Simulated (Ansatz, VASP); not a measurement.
# WS2: VASP beside Ansatz

```xyz
3
Lattice="3.3809 0.0000 0.0000 -1.6905 2.9280 0.0000 0.0000 0.0000 32.2905" Properties=species:S:1:pos:R:3 pbc="T T T"
S     0.0000    1.9520   14.6404
S     0.0000    1.9520   17.6501
W     1.6905    0.9760   16.1453
```

Change from the starting cell: biaxial strain +0.070, atoms relaxed.

Alike in both runs: functional PBE; dispersion D3(BJ); k mesh 12 × 12 × 1; occupations gaussian, width 0.02 eV; no spin polarisation.

Ansatz relaxed the structure, and its values are those at the end. VASP's run is a single point on that final structure, the one shown.

```csv
,VASP,Ansatz
version,VASP 6.6.1,Ansatz 0.2.0
potentials or method,"VASP PAW PBE potentials, release 64 (S, W_sv), cutoff 520 eV","scalar-relativistic, plane waves, PAW"
valence electrons in the cell,26,26
```

```tsv
	VASP	Ansatz	Ansatz less VASP
gap on the k mesh at the Fermi level (eV)	0.52	0.51	-0.013
least direct gap on the mesh (eV)	1.19	1.19	-0.002
```

Ansatz's warnings: stress scf threshold loose, structure snapped to symmetry.

Spin-orbit coupling is off throughout.
